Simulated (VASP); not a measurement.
A run of VASP 6.6.1 is set up as follows.

The input INCAR:

```
  PREC = Accurate
  ENCUT = 520
  EDIFF = 1E-8
  ISMEAR = -1
  SIGMA = 0.08
  LREAL = False
  LASPH = True
  NELM = 100
  ALGO = Normal
  ISIF = 2
  LWAVE = False
  LCHARG = False
  GGA = CA
  LEFG = True
  NBANDS = 16
```

Contents of KPOINTS:

```
Automatic mesh
0
Gamma
  9 9 6
```

File POSCAR:

```
Te
1.0
    4.3669943424      0.0000000000      0.0000000000
   -2.1834971712      3.7819280387      0.0000000000
    0.0000000000      0.0000000000      5.8040476941
Te
3
Direct
    0.7450000000      0.0000000000      0.3333333333
    0.0000000000      0.7450000000      0.6666666667
    0.2550000000      0.2550000000      0.0000000000
```

Potentials or basis: VASP PAW LDA potentials, release 64 (Te).

Command:

```bash
$ cat potpaw_LDA.64/Te/POTCAR > POTCAR
$ mpirun -np 1 vasp_std > vasp.out
```

(1) What does it give for the largest force?

(2) What does it give for the pressure?

## Answers

(1) 0.993 eV/Å.

(2) 3.5 GPa.

Caveat: the cell stands under pressure; without QUAD_EFG the Cq values of the log hold for a quadrupole moment of 1 mb, not for the nuclei.
